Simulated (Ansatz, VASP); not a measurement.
# Ni in VASP and in Ansatz

File INCAR:

```
SYSTEM = Ni
PREC = Accurate
ENCUT = 520
EDIFF = 1E-6
ISMEAR = -1
SIGMA = 0.05
LREAL = .False.
LASPH = .True.
NELM = 150
ALGO = Normal
ISIF = 2
LWAVE = .False.
LCHARG = .False.
ISPIN = 2
MAGMOM = 0.672
LORBIT = 11
LMAXMIX = 4
GGA = PE
NBANDS = 15
```

KPOINTS

```
Automatic mesh
0
Gamma
  12 12 12
  0 0 0
```

POSCAR

```
Ni
1.0
    0.0000000000      1.7596893266      1.7596893266
    1.7596893266      0.0000000000      1.7596893266
    1.7596893266      1.7596893266      0.0000000000
Ni
1
Direct
    0.0000000000      0.0000000000      0.0000000000
```

Input for Ansatz:

```yaml
crystal:
  lattice:
    - [0.0, 1.7596893266, 1.7596893266]
    - [1.7596893266, 0.0, 1.7596893266]
    - [1.7596893266, 1.7596893266, 0.0]
  atoms:
    - { symbol: Ni, position: [0.0, 0.0, 0.0], spin: 0.672 }
hamiltonian:
  xc: pbe
  pseudopotentials:
    kind: paw
    azcp:
      Ni: "pseudopotentials/Ni.paw.azcp"
basis:
  ecutwfc: 420
  fft_grid_basis: typed
kpoints:
  mp_grid: { grid: [12, 12, 12], shift: [0, 0, 0] }
magnetization:
  spin_polarized: true
scf:
  occupations: { method: fermi_dirac, width: 0.05 }
  lower_state_search: "off"
output:
  stress: true
```

Alike in both runs: task single point; functional PBE; k mesh 12 × 12 × 12; occupations fermi-dirac, width 0.05 eV; collinear spin.

|  | VASP | Ansatz |
| --- | --- | --- |
| version | VASP 6.6.1 | Ansatz 0.2.0 |
| potentials or method | VASP PAW PBE potentials, release 64 (Ni), cutoff 520 eV | plane waves (420 eV) with PAW, scalar-relativistic |
| valence electrons in the cell | 10 | 18 |

|  | VASP | Ansatz | Ansatz less VASP |
| --- | --- | --- | --- |
| pressure (GPa) | 0.2 | 0.3 | +0.13 |
| net moment per atom (μB) | 0.67 | 0.69 | +0.016 |
| size of the moment on the site where the two differ most (μB) | 0.68 | 0.73 | +0.044 |

Site moments also hang on the region over which each program counts them. With one functional, cell and mesh, what is left measures potentials, basis and numerics. VASP's potentials hold 10 valence electrons a cell and Ansatz's 18, so a difference there can come from the potentials and not from the codes.
